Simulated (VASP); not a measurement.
# Zr4Al2C (I4/mmm) in VASP: notebook

The runs below take Zr4Al2C through single point, with PBE.

Program: VASP 6.6.1. These are calculated values, not measurements. Logs are shortened: lines on timing, memory, paths and dates and some standing lists are left out, and cuts for length are marked.

## Step 1: The cell of the first run

Symmetry: I4/mmm, No. 139, tetragonal system. Conventional cell: a = 4.406 Å, b = 4.406 Å, c = 14.757 Å, α = 90.00°, β = 90.00°, γ = 90.00°. Zr (site symmetry 4mm) has 1 C at 2.34 Å and 5 Al at 2.98 to 3.13 Å and 4 Zr at 3.21 Å within 3.3 Å. Zr (site symmetry mmm) has 2 C at 2.20 Å within 2.9 Å. Within 3.9 Å of Al (site symmetry 4mm) lie 9 Zr at 2.98 to 3.13 Å and 4 C at 3.74 Å. C (site symmetry 4/mmm) has 6 Zr at 2.20 to 2.34 Å within 2.9 Å.

## Step 2: Single point, PBE

INCAR

```
PREC = Accurate
ENCUT = 520
EDIFF = 1E-6
ISMEAR = 0
SIGMA = 0.1
LREAL = False
LASPH = True
NELM = 80
ALGO = Normal
ISIF = 2
LWAVE = False
LCHARG = False
GGA = PE
NBANDS = 38
```

KPOINTS

```
Automatic mesh
0
Gamma
  6 6 6
```

POSCAR

```
Zr4Al2C
1.0
   -2.2030765469      2.2030765469      7.3782938911
    2.2030765469     -2.2030765469      7.3782938911
    2.2030765469      2.2030765469     -7.3782938911
Zr Al C
4 2 1
Direct
    0.8414296383      0.8414296383      0.0000000000
    0.0000000000      0.5000000000      0.5000000000
    0.5000000000      0.0000000000      0.5000000000
    0.1585703617      0.1585703617      0.0000000000
    0.3601835156      0.3601835156      0.0000000000
    0.6398164844      0.6398164844      0.0000000000
    0.0000000000      0.0000000000      0.0000000000
```

Potentials or basis: VASP PAW PBE potentials, release 64 (Zr_sv, Al, C).

Run with:

```bash
cat potpaw_PBE.64/Zr_sv/POTCAR potpaw_PBE.64/Al/POTCAR potpaw_PBE.64/C/POTCAR > POTCAR
mpirun -np 1 vasp_std > vasp.out
```

OUTCAR:

```text
PREC = Accurate
   ENCUT = 520
   EDIFF = 1E-6
   ISMEAR = 0
   LREAL = False
   LASPH = True
   NELM = 80
   ISIF = 2
   GGA = PE

 ion  position               nearest neighbor table
   1  0.841  0.841  0.000-   7 2.34   6 2.98   5 3.13   5 3.13   5 3.13   5 3.13   3 3.21   2 3.21
                             3 3.21   2 3.21
   2  0.000  0.500  0.500-   7 2.20   7 2.20   6 3.02   6 3.02   5 3.02   5 3.02   3 3.12   3 3.12
                             3 3.12   3 3.12   4 3.21   4 3.21   1 3.21   1 3.21
   3  0.500  0.000  0.500-   7 2.20   7 2.20   6 3.02   6 3.02   5 3.02   5 3.02   2 3.12   2 3.12
                             2 3.12   2 3.12   4 3.21   1 3.21   1 3.21   4 3.21
   4  0.159  0.159  0.000-   7 2.34   5 2.98   6 3.13   6 3.13   6 3.13   6 3.13   2 3.21   3 3.21
                             3 3.21   2 3.21
   5  0.360  0.360  0.000-   4 2.98   3 3.02   2 3.02   2 3.02   3 3.02   1 3.13   1 3.13   1 3.13
                             1 3.13
   6  0.640  0.640  0.000-   1 2.98   2 3.02   3 3.02   3 3.02   2 3.02   4 3.13   4 3.13   4 3.13
                             4 3.13
   7  0.000  0.000  0.000-   2 2.20   3 2.20   2 2.20   3 2.20   1 2.34   4 2.34

  LATTYP: Found a body centered tetragonal cell.
 ALAT       =     4.4061530938
 C/A-ratio  =     3.3490864861

  Lattice vectors:

 A1 = (  -2.2030765469,   2.2030765469,   7.3782938911)
 A2 = (   2.2030765469,  -2.2030765469,   7.3782938911)
 A3 = (   2.2030765469,   2.2030765469,  -7.3782938911)

Analysis of symmetry for initial positions (statically):
=====================================================================
 Subroutine PRICEL returns:
 Original cell was already a primitive cell.

 Routine SETGRP: Setting up the symmetry group for a
 body centered tetragonal supercell.

 Subroutine GETGRP returns: Found 16 space group operations
 (whereof 16 operations were pure point group operations)
 out of a pool of 16 trial point group operations.

The static configuration has the point symmetry D_4h.

Analysis of symmetry for dynamics (positions and initial velocities):
=====================================================================
 Subroutine PRICEL returns:
 Original cell was already a primitive cell.

 Routine SETGRP: Setting up the symmetry group for a
 body centered tetragonal supercell.

 Subroutine GETGRP returns: Found 16 space group operations
 (whereof 16 operations were pure point group operations)
 out of a pool of 16 trial point group operations.

The dynamic configuration has the point symmetry D_4h.
[... 106 lines left out ...]
   LASPH  =      T    aspherical Exc in radial PAW
   ENCUT  =  520.0 eV  38.22 Ry    6.18 a.u.  14.89 14.89 14.89*2*pi/ulx,y,z
   NELM   =     80;   NELMIN=  2; NELMDL= -5     # of ELM steps
   EDIFF  = 0.1E-05   stopping-criterion for ELM
   LREAL  =      F    real-space projection
[... 7 lines left out ...]
   TEBEG  =    0.0;   TEEND  =   0.0 temperature during run
   PSTRESS=    0.0 pullay stress
   NELECT =      58.0000    total number of electrons
   NUPDOWN=      -1.0000    fix difference up-down
   EMIN   =  10.00;   EMAX   =-10.00  energy-range for DOS
   EFERMI =   0.00;   METHOD = LEGACY
   ISMEAR =     0;   SIGMA  =   0.10  broadening in eV -4-tet -1-fermi 0-gaus
   EFERMI_NEDOS =   21; number of points for ismear=-14 and -15
   IALGO  =     38    algorithm
   IMIX   =      4    mixing-type and parameters
     AMIX     =   0.40;   BMIX     =  1.00
     AMIX_MAG =   1.60;   BMIX_MAG =  1.00
  volume/ion in A,a.u.               =      20.46       138.09
  Fermi-wavevector in a.u.,A,eV,Ry     =   1.211135  2.288713 19.957670  1.466847
  Thomas-Fermi vector in A             =   2.346660
   LORBIT       =      0    0 simple, 1 ext, 2 COOP (PROOUT), +10 PAW based schemes
   GGA     = PE    functional components
   LHFCALC =     F    Hartree Fock is set to
   AEXX    =    0.0000 exact exchange contribution
   IVDW    =     0    specifies the selected vdW correction
   LEPSILON=     F    determine dielectric tensor
   LRPA    =     F    only Hartree local field effects (RPA)
 non-spin polarized calculation
 Gauss-broadening in eV      SIGMA  =   0.10
  energy-cutoff  :      520.00
  volume of cell :      143.24
 maximum number of plane-waves:      3892
   NGX = 29   NGY = 29   NGZ = 29

 number of electron      58.0000001 magnetization

 Free energy of the ion-electron system (eV)
  ---------------------------------------------------
  ext. energy  EPLUGINS =         0.00000000
  ---------------------------------------------------
  free energy    TOTEN  =       -53.16562557 eV

  energy without entropy =      -53.12376162  energy(sigma->0) =      -53.14469359

 E-fermi :   7.3920     XC(G=0): -10.4956

 val. band max:        7.3884561290   @ k =  -0.3333   0.1667  -0.0000
 cond. band min:       7.3948589013   @ k =   0.1667  -0.0000   0.0000
 fundamental gap:      0.0064027723
 Fermi energy:         7.3920204869

 k-point     1 :       0.0000    0.0000    0.0000
  band No.  band energies     occupation
      1     -41.7016      2.00000
      2     -41.6959      2.00000
      3     -40.9196      2.00000
      4     -40.7800      2.00000
      5     -19.7596      2.00000
      6     -19.7596      2.00000
[... 973 lines left out ...]
     37       9.8695      0.00000
     38      10.3951      0.00000

 [... further k-points ...]

------------------------ aborting loop because EDIFF is reached ----------------------------------------

  FORCE on cell =-STRESS in cart. coord.  units (eV):
  Direction    XX          YY          ZZ          XY          YZ          ZX
  --------------------------------------------------------------------------------------
  -------------------------------------------------------------------------------------
  Total        0.0588712      0.0588712      0.0334225      0.0000000     -0.0000000      0.0000000
  in kB        0.6584731      0.6584731      0.3738298      0.0000000     -0.0000000      0.0000000
  external PRESSURE =       0.5635920 kB  Pullay stress =       0.0000000 kB

 VOLUME and BASIS-vectors are now :
 -----------------------------------------------------------------------------
  energy-cutoff  :      520.00
  volume of cell :      143.24
      direct lattice vectors                 reciprocal lattice vectors
    -2.203076547  2.203076547  7.378293891     0.000000000  0.226955346  0.067766344
     2.203076547 -2.203076547  7.378293891     0.226955346  0.000000000  0.067766344
     2.203076547  2.203076547 -7.378293891     0.226955346  0.226955346  0.000000000

 POSITION                                       TOTAL-FORCE (eV/Angst)
 -----------------------------------------------------------------------------------
      0.00000      0.00000     12.41663         0.000000      0.000000     -0.014914
      2.20308      0.00000      0.00000        -0.000000     -0.000000     -0.000000
      0.00000      2.20308      0.00000        -0.000000     -0.000000     -0.000000
      0.00000      0.00000      2.33996         0.000000      0.000000      0.014914
      0.00000      0.00000      5.31508        -0.000000     -0.000000     -0.000443
      0.00000      0.00000      9.44151        -0.000000     -0.000000      0.000443
      0.00000      0.00000      0.00000        -0.000000     -0.000000     -0.000000
 -----------------------------------------------------------------------------------
    total drift:                                0.000000     -0.000000     -0.000000

  FREE ENERGIE OF THE ION-ELECTRON SYSTEM (eV)
  ---------------------------------------------------
  free  energy   TOTEN  =       -53.1656255675 eV

  energy  without entropy=      -53.1237616202  energy(sigma->0) =      -53.14469359
```

stdout:

```text
POSCAR found type information on POSCAR ZrAlC
 POSCAR found :  3 types and       7 ions
 scaLAPACK will be used
 LDA part: xc-table for (Slater+PW92), standard interpolation
 POSCAR, INCAR and KPOINTS ok, starting setup
 FFT: planning ... GRIDC
 FFT: planning ... GRID_SOFT
 FFT: planning ... GRID
 WAVECAR not read
 entering main loop
```

It took 8 min on 1 thread of Oxide Virtual Turin-like, shared host; peak memory 0.53 GiB.

Results:

```
Free energy            : -53.1656 eV
Pressure               : 0.1 GPa
Largest force          : 0.015 eV/Å
Band gap on the k mesh : zero (bands 29 and 30 overlap by 0.41 eV)
```

Forces on the atoms (eV/Å):
```
Zr   0.000  0.000 -0.015
Zr   0.000  0.000  0.000
Zr   0.000  0.000  0.000
Zr   0.000  0.000  0.015
Al   0.000  0.000  0.000
Al   0.000  0.000  0.000
C    0.000  0.000  0.000
```

Levels at points of the mesh, in eV from the Fermi level:
| k point | band 25 | band 26 | band 27 | band 28 | band 29 | band 30 | band 31 | band 32 | band 33 | band 34 |
| --- | --- | --- | --- | --- | --- | --- | --- | --- | --- | --- |
| (0.00, 0.00, 0.00) | -1.32 | -1.32 | -0.78 | -0.55 | 0.02 | 0.52 | 0.52 | 1.38 | 1.38 | 2.20 |
| (0.50, 0.00, 0.00) | -1.29 | -1.24 | -1.09 | -1.00 | -0.48 | 0.11 | 1.41 | 1.48 | 1.51 | 1.84 |
| (0.50, 0.50, 0.00) | -1.15 | -0.56 | -0.54 | -0.40 | -0.14 | 0.02 | 0.73 | 0.76 | 1.15 | 1.59 |
| (0.50, 0.50, 0.50) | -1.31 | -1.31 | -1.31 | -0.29 | 0.27 | 0.67 | 0.89 | 0.98 | 0.98 | 1.88 |

## Step 3: Single point, PBE

This run uses another cell than the first one, of 21.37 Å³/atom.

INCAR

```
SYSTEM = Zr4Al2C
PREC = Accurate ; ENCUT = 520
EDIFF = 1E-6 ; ISMEAR = 0
SIGMA = 0.1 ; LREAL = .False.
LASPH = .True. ; NELM = 100
ALGO = Normal ; ISIF = 2
LWAVE = .False. ; LCHARG = .False.
GGA = PE ; NBANDS = 38
```

KPOINTS

```
Automatic mesh
0
Gamma
  6 6 6
  0 0 0
```

POSCAR

```
Zr4Al2C
1.0
   -2.2770000000      2.2770000000      7.2145000000
    2.2770000000     -2.2770000000      7.2145000000
    2.2770000000      2.2770000000     -7.2145000000
Zr Al C
4 2 1
Direct
    0.8405987900      0.8405987900      0.0000000000
    0.0000000000      0.5000000000      0.5000000000
    0.5000000000      0.0000000000      0.5000000000
    0.1594012100      0.1594012100      0.0000000000
    0.3509945200      0.3509945200      0.0000000000
    0.6490054800      0.6490054800      0.0000000000
    0.0000000000      0.0000000000      0.0000000000
```

Potentials or basis: VASP PAW PBE potentials, release 64 (Zr_sv, Al, C).

Run with:

```bash
cat potpaw_PBE.64/Zr_sv/POTCAR potpaw_PBE.64/Al/POTCAR potpaw_PBE.64/C/POTCAR > POTCAR
mpirun -np 1 vasp_std > vasp.out
```

Wall time 7.7 min (1 thread of Oxide Virtual Turin-like, shared host); peak memory 0.53 GiB.

The run converged. Its results:

| Item | Value |
| --- | --- |
| Free energy | -52.7259 eV |
| Pressure | -4.5 GPa |
| Largest force | 1.298 eV/Å |
| Band gap on the k mesh | zero (bands 29 and 30 overlap by 0.56 eV) |

Forces in eV/Å, atoms in the order of the input:
```
Zr   0.000  0.000  0.737
Zr   0.000  0.000  0.000
Zr   0.000  0.000  0.000
Zr   0.000  0.000 -0.737
Al   0.000  0.000  1.298
Al   0.000  0.000 -1.298
C    0.000  0.000  0.000
```

Stress tensor (GPa, compression positive):
```
-7.85  0.00  0.00
 0.00 -7.85  0.00
 0.00  0.00  2.33
```

Levels at points of the mesh, in eV from the Fermi level:
| k point | band 25 | band 26 | band 27 | band 28 | band 29 | band 30 | band 31 | band 32 | band 33 | band 34 |
| --- | --- | --- | --- | --- | --- | --- | --- | --- | --- | --- |
| (0.00, 0.00, 0.00) | -1.45 | -1.39 | -0.73 | -0.56 | 0.00 | 0.11 | 0.11 | 1.28 | 1.35 | 2.07 |
| (0.50, 0.00, 0.00) | -1.27 | -1.18 | -1.15 | -0.94 | -0.52 | 0.21 | 1.19 | 1.20 | 1.37 | 1.69 |
| (0.50, 0.50, 0.00) | -1.37 | -0.50 | -0.50 | -0.47 | -0.03 | 0.15 | 0.65 | 0.68 | 0.77 | 1.24 |
| (0.50, 0.50, 0.50) | -1.59 | -1.35 | -1.33 | -0.16 | 0.38 | 0.50 | 0.50 | 0.50 | 0.74 | 1.66 |

Caveat: the cell stands under tension; forces of over 1 eV/Å act on the atoms, so gaps and moduli don't describe the material at rest.
